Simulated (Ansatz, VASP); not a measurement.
One calculation of AgCl, two programs

```
Ag Cl
1.0
     0.00000    2.69804    2.69804
     2.69804    0.00000    2.69804
     2.69804    2.69804    0.00000
Ag Cl
1 1
Direct
  0.00000 0.00000 0.00000
  0.50000 0.50000 0.50000
```

Change from the starting cell: volume scaled by 0.96.

Alike in both runs: task single point; functional PBEsol; k mesh 8 × 8 × 8; occupations fermi-dirac, width 0.05 eV; no spin polarisation.

```csv
,VASP,Ansatz
version,VASP 6.6.1,Ansatz 0.2.0
potentials or method,"VASP PAW PBE potentials, release 64 (Ag, Cl), cutoff 520 eV","all-electron LAPW, scalar-relativistic"
```

|  | VASP | Ansatz | Ansatz less VASP |
| --- | --- | --- | --- |
| gap on the k mesh at the Fermi level (eV) | 0.72 | 0.73 | +0.005 |
| least direct gap on the mesh (eV) | 3.33 | 3.34 | +0.004 |
| pressure (GPa) | 1.6 | 1.7 | +0.11 |

VASP's potentials were made for PBE, not for PBEsol. Ansatz ran all-electron here, and VASP with PAW potentials.
